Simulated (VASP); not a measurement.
The system is C.

```
C
1.0
     2.12000    0.00000    0.00000
    -1.06000    1.83597    0.00000
     0.00000    0.00000    3.46196
C
2
Direct
  0.33333 0.66667 0.25000
  0.66667 0.33333 0.75000
```

```yaml
Program: VASP 6.6.1
Task: relaxation of cell and atoms
Functional: PBE
Potentials_or_basis: VASP PAW PBE potentials, release 64 (C)
Cutoff: 600 eV
k_mesh: 25 × 25 × 13
Occupations: gaussian, width 0.05 eV
Spin: no spin polarisation
```

At the start: pressure 4.6 GPa; volume 6.74 Å³/atom.

Where does the relaxation end?

Over 27 steps the energy falls by 375.9 meV/atom and the volume is 6.83 Å³/atom (+1.4 %); space group P6_3/mmc (No. 194, to 0.1 Å) before and after.

The path:
```
step  energy change (eV)  largest force (eV/Å)  pressure (GPa)  volume (Å³)
   1              0.0000                0.0000            4.61        13.47
   2             -0.0091                0.0000            0.24        13.86
   3             -0.0108                0.0000           -2.04        14.08
   4             -0.0188                0.0000           -2.99        14.18
   5             -0.0349                0.0000           -4.14        14.32
   6             -0.0834                0.0000           -6.87        14.59
   7             -0.1829                0.0000           -9.67        15.01
   8             -0.4739                0.0000          -13.05        15.44
   9              0.1773                0.0000           19.40        14.89
  10             -0.6141                0.0000          -13.03        15.47
  11             -0.6677                0.0000          -11.36        15.42
  12             -0.6673                0.0000          -12.13        15.46
  13             -0.6728                0.0000          -11.07        15.42
  14             -0.6730                0.0000          -10.99        15.42
  15             -0.6809                0.0000          -10.58        15.30
  16             -0.7021                0.0000           -9.32        14.96
  17             -0.7337                0.0000           -6.67        14.29
  18             -0.7178                0.0000            7.20        13.01
  19             -0.7428                0.0000           -1.42        13.79
  20             -0.7465                0.0000            0.09        13.72
  21             -0.7489                0.0000            0.12        13.63
  22             -0.7494                0.0000            3.81        13.46
  23             -0.7507                0.0000            0.54        13.57
  24             -0.7509                0.0000            2.11        13.52
  25             -0.7510                0.0000            1.43        13.54
  26             -0.7516                0.0000            0.55        13.60
  27             -0.7517                0.0000           -0.25        13.66
```

Final structure:
```
C
1.0
     1.71513    0.00000    0.00000
    -0.85756    1.48535    0.00000
     0.00000    0.00000    5.36172
C
2
Cartesian
  0.0000 0.9902 1.3404
  0.8576 0.4951 4.0213
```

Caveat: a cell axis changed by over 15 % at a fixed basis, so the end point is rough.
